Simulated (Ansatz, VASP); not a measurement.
## Two plane-wave programs on Ni2Ge

```
CELL_PARAMETERS angstrom
0.00000 5.05783 5.05783
5.05783 0.00000 5.05783
5.05783 5.05783 0.00000
ATOMIC_POSITIONS crystal
Ni 0.12500 0.12500 0.12500
Ni 0.62500 0.12500 0.12500
Ni 0.12500 0.12500 0.62500
Ni 0.12500 0.62500 0.12500
Ge 0.00000 0.00000 0.00000
Ge 0.25000 0.25000 0.25000
```

Alike in both runs: functional r2SCAN; k mesh 6 × 6 × 6; occupations gaussian, width 0.1 eV; no spin polarisation.

Ansatz relaxed the structure, and its values are those at the end. VASP's run is a single point on that final structure, the one shown.

|  | VASP | Ansatz |
| --- | --- | --- |
| version | VASP 6.6.1 | Ansatz 0.2.0 |
| potentials or method | VASP PAW PBE potentials, release 64 (Ni, Ge_d), cutoff 520 eV | scalar-relativistic, plane waves, PAW |
| valence electrons in the cell | 68 | 100 |

Ansatz gave:

```
gap on the k mesh at the Fermi level (eV) : none
pressure (GPa)                            : 0.0
```

Task: Estimate VASP's values.

Result: gap on the k mesh at the Fermi level (eV): none; pressure (GPa): 0.1.

VASP's potentials were made for PBE, not for r2SCAN. A gap of «none» marks a metal or a gap that the smearing closes. VASP's potentials hold 68 valence electrons a cell and Ansatz's 100, so a difference there can come from the potentials and not from the codes.
